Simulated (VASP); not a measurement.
The system is Al.

```
CELL_PARAMETERS angstrom
3.57720 0.00000 0.00000
-1.78860 3.09795 0.00000
0.00000 0.00000 6.36358
ATOMIC_POSITIONS crystal
Al 0.33333 0.66667 0.21131
Al 0.33333 0.66667 0.78869
Al 0.66667 0.33333 0.78869
Al 0.66667 0.33333 0.21131
```

The cell was built from a structure type or drawn by symmetry, and may not be a known phase.

```yaml
Program: VASP 6.6.1
Task: relaxation of cell and atoms
Functional: PBE
Potentials_or_basis: VASP PAW PBE potentials, release 64 (Al)
Cutoff: 600 eV
k_mesh: 6 × 6 × 4
Occupations: gaussian, width 0.1 eV
Spin: no spin polarisation
```

At the start: pressure 60.6 GPa; volume 17.63 Å³/atom.

**Question.** How do energy, volume and symmetry change on relaxing?

**Answer.** Over 13 steps the energy falls by 2091.6 meV/atom and the volume is 24.67 Å³/atom (+39.9 %); space group P6/mmm (No. 191, to 0.1 Å) before and after.

The path:
```tsv
step	energy change (eV)	largest force (eV/Å)	pressure (GPa)	volume (Å³)
1	0.0000	0.1530	60.57	70.52
2	-6.1827	0.4766	-5.63	154.24
3	-7.7683	0.4955	-0.31	110.30
4	-7.7676	0.5165	-0.88	111.78
5	-7.8307	0.5372	-1.01	110.57
6	-8.0379	0.4784	-1.37	106.91
7	-8.3579	0.0361	-0.32	99.55
8	-8.3401	0.3572	0.60	97.50
9	-8.3627	0.0283	-0.13	99.03
10	-8.3633	0.0759	-0.02	98.76
11	-8.3572	0.0779	0.11	98.25
12	-8.3650	0.0825	0.02	98.61
13	-8.3662	0.0142	-0.03	98.69
```

Final structure:
```
Al
1.0
     4.55184    0.00000    0.00000
    -2.27592    3.94201    0.00000
     0.00000    0.00000    5.50022
Al
4
Direct
  0.33333 0.66667 0.24976
  0.33333 0.66667 0.75024
  0.66667 0.33333 0.75024
  0.66667 0.33333 0.24976
```

Caveat: the volume moved by over 15 % at a fixed basis, so the end points are rough.
